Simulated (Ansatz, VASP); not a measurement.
# Au in VASP and in Ansatz

```
CELL_PARAMETERS angstrom
2.82003 0.00000 0.00000
0.00000 5.03401 0.00000
0.00000 0.00000 4.80068
ATOMIC_POSITIONS crystal
Au 0.00000 0.33614 0.75000
Au 0.50000 0.16386 0.25000
Au 0.50000 0.83614 0.75000
Au 0.00000 0.66386 0.25000
```

Alike in both runs: task single point; functional PBEsol; k mesh 18 × 10 × 12; occupations gaussian, width 0.1 eV; no spin polarisation.

```csv
,VASP,Ansatz
version,VASP 6.6.1,Ansatz 0.2.0
potentials or method,"VASP PAW PBE potentials, release 64 (Au), cutoff 520 eV","scalar-relativistic, plane waves, PAW"
valence electrons in the cell,44,76
```

```csv
,VASP,Ansatz,Ansatz less VASP
gap on the k mesh at the Fermi level (eV),none,none,-
pressure (GPa),-0.3,0.0,+0.29
"traceless stress, the component that is largest in VASP (GPa)",-0.63,-0.64,-0.009
rms of the force components (eV/Å),0.004,0.004,+0.0002
```

VASP's potentials were made for PBE, not for PBEsol. Atom by atom the forces differ by 0.000 eV/Å (rms over components). A gap of «none» marks a metal or a gap that the smearing closes. VASP's potentials hold 44 valence electrons a cell and Ansatz's 76, so a difference there can come from the potentials and not from the codes.

Neither program's run includes spin-orbit coupling.
